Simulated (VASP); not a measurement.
# Al2Cu in VASP: further runs

The runs below take Al2Cu through single point, with PBEsol.

Everything below comes from runs of VASP 6.6.1. Logs are shortened: lines on timing, memory, paths and dates and some standing lists are left out, and cuts for length are marked.

### Step 1. The cell of the first run

The structure is orthorhombic, space group Fmm2 (No. 42). The conventional cell has a = 5.650 Å, b = 5.726 Å, c = 5.650 Å, α = 90.00°, β = 90.00°, γ = 90.00°. Within 3.1 Å of Al (site symmetry 2) lie 4 Cu at 2.38 to 2.54 Å and 6 Al at 2.83 to 2.86 Å. Cu (site symmetry mm2) has 8 Al at 2.38 to 2.54 Å within 3.1 Å.

### Step 2. Single point, PBEsol (atoms displaced along a vibrational mode, the cell strained)

INCAR

```
PREC = Accurate
ENCUT = 520
EDIFF = 1E-6
ISMEAR = 0
SIGMA = 0.15
LREAL = False
LASPH = True
NELM = 80
ALGO = Fast
ISIF = 2
LWAVE = False
LCHARG = True
GGA = PS
LELF = True
LVHAR = True
NBANDS = 16
```

KPOINTS

```
Automatic mesh
0
Gamma
  14 14 14
```

POSCAR

```
Al2Cu
1.0
   -1.9976833853      1.9976833853      2.8631594530
    1.9976833853     -1.9976833853      2.8631594530
    1.9976833853      1.9976833853     -2.8631594530
Al Cu
2 1
Direct
    0.7374267957      0.2374267957      0.4748535913
    0.2374267957      0.7374267957      0.4748535913
    0.5106771283      0.5106771283      0.0213542565
```

Potentials or basis: VASP PAW PBE potentials, release 64 (Al, Cu).

The run is started by

```
cat potpaw_PBE.64/Al/POTCAR potpaw_PBE.64/Cu/POTCAR > POTCAR
mpirun -np 1 vasp_std > vasp.out
```

OUTCAR:

```text
PREC = Accurate
   ENCUT = 520
   EDIFF = 1E-6
   ISMEAR = 0
   LREAL = False
   LASPH = True
   NELM = 80
   ISIF = 2
   GGA = PS

 ion  position               nearest neighbor table
   1  0.737  0.237  0.475-   3 2.38   3 2.38   3 2.54   3 2.54   2 2.83   2 2.83   2 2.83   2 2.83
                             2 2.86   2 2.86
   2  0.237  0.737  0.475-   3 2.38   3 2.38   3 2.54   3 2.54   1 2.83   1 2.83   1 2.83   1 2.83
                             1 2.86   1 2.86
   3  0.511  0.511  0.021-   2 2.38   1 2.38   1 2.38   2 2.38   1 2.54   2 2.54   2 2.54   1 2.54

  LATTYP: Found a body centered tetragonal cell.
 ALAT       =     3.9953667706
 C/A-ratio  =     1.4332398588

  Lattice vectors:

 A1 = (  -1.9976833853,   1.9976833853,   2.8631594530)
 A2 = (   1.9976833853,  -1.9976833853,   2.8631594530)
 A3 = (   1.9976833853,   1.9976833853,  -2.8631594530)

Analysis of symmetry for initial positions (statically):
=====================================================================
 Subroutine PRICEL returns:
 Original cell was already a primitive cell.

 Routine SETGRP: Setting up the symmetry group for a
 body centered tetragonal supercell.

 Subroutine GETGRP returns: Found  4 space group operations
 (whereof  4 operations were pure point group operations)
 out of a pool of 16 trial point group operations.

The static configuration has the point symmetry C_2v.

Analysis of symmetry for dynamics (positions and initial velocities):
=====================================================================
 Subroutine PRICEL returns:
 Original cell was already a primitive cell.

 Routine SETGRP: Setting up the symmetry group for a
 body centered tetragonal supercell.

 Subroutine GETGRP returns: Found  4 space group operations
 (whereof  4 operations were pure point group operations)
 out of a pool of 16 trial point group operations.

The dynamic configuration has the point symmetry C_2v.

 Subroutine INISYM returns: Found  4 space group operations
 (whereof  4 operations are pure point group operations),
 and found     1 'primitive' translations

----------------------------------------------------------------------------------------

                                     Primitive cell

  volume of cell :      45.7045

  direct lattice vectors                    reciprocal lattice vectors
    -1.997683385  1.997683385  2.863159453     0.000000000  0.250289913  0.174632258
[... 91 lines left out ...]
   NSW    =      0    number of steps for IOM
   IBRION =     -1    ionic relax: 0-MD 1-quasi-New 2-CG
   NFREE  =      0    steps in history (QN), initial steepest desc. (CG)
   ISIF   =      2    stress and relaxation
   ISYM   =      2    0-nonsym 1-usesym 2-fastsym
   POTIM  = 0.5000    time-step for ionic-motion
   TEBEG  =    0.0;   TEEND  =   0.0 temperature during run
   PSTRESS=    0.0 pullay stress
   NELECT =      17.0000    total number of electrons
   NUPDOWN=      -1.0000    fix difference up-down
   EMIN   =  10.00;   EMAX   =-10.00  energy-range for DOS
   EFERMI =   0.00;   METHOD = LEGACY
   ISMEAR =     0;   SIGMA  =   0.15  broadening in eV -4-tet -1-fermi 0-gaus
   EFERMI_NEDOS =   21; number of points for ismear=-14 and -15
   IALGO  =     68    algorithm
   IMIX   =      4    mixing-type and parameters
     AMIX     =   0.40;   BMIX     =  1.00
     AMIX_MAG =   1.60;   BMIX_MAG =  1.00
  volume/ion in A,a.u.               =      15.23       102.81
  Fermi-wavevector in a.u.,A,eV,Ry     =   1.177348  2.224865 18.859693  1.386148
  Thomas-Fermi vector in A             =   2.313696
   LORBIT       =      0    0 simple, 1 ext, 2 COOP (PROOUT), +10 PAW based schemes
   GGA     = PS    functional components
   LHFCALC =     F    Hartree Fock is set to
   AEXX    =    0.0000 exact exchange contribution
   IVDW    =     0    specifies the selected vdW correction
   LEPSILON=     F    determine dielectric tensor
   LRPA    =     F    only Hartree local field effects (RPA)
 non-spin polarized calculation
 RMM-DIIS sequential band-by-band and
 Gauss-broadening in eV      SIGMA  =   0.15
  energy-cutoff  :      520.00
  volume of cell :       45.70
 maximum number of plane-waves:      1255
 NGX is ok and might be reduce to    30
   NGX = 15   NGY = 15   NGZ = 15

 number of electron      16.9999991 magnetization

 Free energy of the ion-electron system (eV)
  ---------------------------------------------------
  ext. energy  EPLUGINS =         0.00000000
  ---------------------------------------------------
  free energy    TOTEN  =       -12.93137523 eV

  energy without entropy =      -12.92131850  energy(sigma->0) =      -12.92634686

 E-fermi :   7.3797     XC(G=0): -10.7456

 val. band max:        7.3707333388   @ k =   0.3571   0.0714   0.0000
 cond. band min:       7.3821951147   @ k =   0.0000   0.4286  -0.0714
 fundamental gap:      0.0114617759
 Fermi energy:         7.3796615240

 k-point     1 :       0.0000    0.0000    0.0000
  band No.  band energies     occupation
      1      -3.0988      2.00000
      2       2.6033      2.00000
      3       2.6236      2.00000
      4       2.6369      2.00000
      5       3.1816      2.00000
      6       3.2149      2.00000
[... 433 lines left out ...]
      3       2.7587      2.00000
      4       2.7757      2.00000
      5       3.2277      2.00000
      6       3.2581      2.00000
[... 8 lines left out ...]
     15      16.9045      0.00000
     16      18.3454      0.00000

 [... further k-points ...]

------------------------ aborting loop because EDIFF is reached ----------------------------------------

  FORCE on cell =-STRESS in cart. coord.  units (eV):
  Direction    XX          YY          ZZ          XY          YZ          ZX
  --------------------------------------------------------------------------------------
  -------------------------------------------------------------------------------------
  Total        1.3478245      1.3478245      1.0736222     -0.1093861      0.0000000      0.0000000
  in kB       47.2481805     47.2481805     37.6359782     -3.8345466      0.0000000      0.0000000
  external PRESSURE =      44.0441130 kB  Pullay stress =       0.0000000 kB

 VOLUME and BASIS-vectors are now :
 -----------------------------------------------------------------------------
  energy-cutoff  :      520.00
  volume of cell :       45.70
      direct lattice vectors                 reciprocal lattice vectors
    -1.997683385  1.997683385  2.863159453     0.000000000  0.250289913  0.174632258
     1.997683385 -1.997683385  2.863159453     0.250289913  0.000000000  0.174632258
     1.997683385  1.997683385 -2.863159453     0.250289913  0.250289913  0.000000000

 POSITION                                       TOTAL-FORCE (eV/Angst)
 -----------------------------------------------------------------------------------
     -0.05023      1.94745      1.43158         0.382124      0.382124      0.000000
      1.94745     -0.05023      1.43158         0.382124      0.382124      0.000000
      0.04266      0.04266      2.86316        -0.764248     -0.764248     -0.000000
 -----------------------------------------------------------------------------------
    total drift:                                0.000594      0.000594      0.000002

  FREE ENERGIE OF THE ION-ELECTRON SYSTEM (eV)
  ---------------------------------------------------
  free  energy   TOTEN  =       -12.9313752299 eV

  energy  without entropy=      -12.9213184990  energy(sigma->0) =      -12.92634686
```

stdout:

```text
POSCAR found type information on POSCAR AlCu
 POSCAR found :  2 types and       3 ions
 scaLAPACK will be used
 -----------------------------------------------------------------------------
|                                                                             |
|                                                                             |
|     You enforced a specific xc type in the INCAR file but a different       |
|     I HOPE YOU KNOW WHAT YOU ARE DOING!                                     |
|                                                                             |
 -----------------------------------------------------------------------------

 LDA part: xc-table for (Slater+PW92), standard interpolation
 POSCAR, INCAR and KPOINTS ok, starting setup
 FFT: planning ... GRIDC
 FFT: planning ... GRID_SOFT
 FFT: planning ... GRID
 WAVECAR not read
 entering main loop
WARNING in EDDRMM: call to ZHEGV failed, returncode =   6  3     16
```

Wall time 2.8 min (1 thread of Intel Xeon 6975P-C (Granite Rapids), shared host); peak memory 0.41 GiB.

What came out:

```
Free energy            : -12.9314 eV
Pressure               : 4.4 GPa
Largest force          : 1.081 eV/Å
Band gap on the k mesh : zero (an odd number of electrons rules out a gap without spin polarisation)
```

Forces on the atoms (eV/Å):
```
Al   0.382  0.382  0.000
Al   0.382  0.382  0.000
Cu  -0.764 -0.764  0.000
```

Stress tensor (GPa, compression positive):
```
 4.72 -0.38  0.00
-0.38  4.72  0.00
 0.00  0.00  3.76
```

Caveat: the cell differs from its parent crystal (atoms displaced along a vibrational mode, the cell strained); the cell stands under pressure; the PAW data sets were made with another functional, which shifts forces and pressure a little.

### Step 3. Single point, PBEsol (atoms displaced along a vibrational mode)

INCAR

```
  PREC = Accurate
  ENCUT = 520
  EDIFF = 1E-6
  ISMEAR = 0
  SIGMA = 0.15
  LREAL = F
  LASPH = T
  NELM = 80
  ALGO = Fast
  ISIF = 2
  LWAVE = F
  LCHARG = F
  GGA = PS
  NBANDS = 16
```

KPOINTS is that of step 2.

POSCAR

```
Al2Cu
1.0
   -2.0246107077      2.0246107077      2.8631594530
    2.0246107077     -2.0246107077      2.8631594530
    2.0246107077      2.0246107077     -2.8631594530
Al Cu
2 1
Direct
    0.7374267957      0.2374267957      0.4748535913
    0.2374267957      0.7374267957      0.4748535913
    0.5106771283      0.5106771283      0.0213542565
```

Potentials or basis: VASP PAW PBE potentials, release 64 (Al, Cu).

The run is started by

```
cat potpaw_PBE.64/Al/POTCAR potpaw_PBE.64/Cu/POTCAR > POTCAR
mpirun -np 1 vasp_std > vasp.out
```

Wall time 2.9 min (1 thread of Intel Xeon 6975P-C (Granite Rapids), shared host); peak memory 0.41 GiB.

It converged, with:

| Quantity | Value |
| --- | --- |
| Free energy | -12.9510 eV |
| Pressure | 0.7 GPa |
| Largest force | 1.003 eV/Å |
| Band gap on the k mesh | zero (an odd number of electrons rules out a gap without spin polarisation) |

Forces in eV/Å, atoms in the order of the input:
```
Al   0.355  0.355  0.000
Al   0.355  0.355  0.000
Cu  -0.709 -0.709  0.000
```

Stress tensor (GPa, compression positive):
```
 0.57 -0.35  0.00
-0.35  0.57  0.00
 0.00  0.00  0.92
```

Levels at points of the mesh, in eV from the Fermi level:
```csv
k point,band 6,band 7,band 8,band 9,band 10,band 11,band 12,band 13
"(0.00, 0.00, 0.00)",-4.08,2.64,2.64,2.92,2.92,3.22,3.22,4.42
"(0.50, 0.00, 0.00)",-4.03,-4.01,0.61,0.63,2.92,2.94,3.84,4.42
"(0.50, 0.50, 0.00)",-3.92,-3.83,-2.01,-1.97,0.38,1.48,9.06,10.67
"(0.00, 0.00, 0.50)",-3.93,-3.78,-2.00,-2.00,0.38,1.48,9.06,10.64
"(0.50, 0.50, 0.50)",-3.92,-3.83,-2.01,-1.97,0.38,1.48,9.06,10.67
```

Caveat: the cell differs from its parent crystal (atoms displaced along a vibrational mode); the PAW data sets were made with another functional, which shifts forces and pressure a little.

(Part 1 of 2 ends here.)
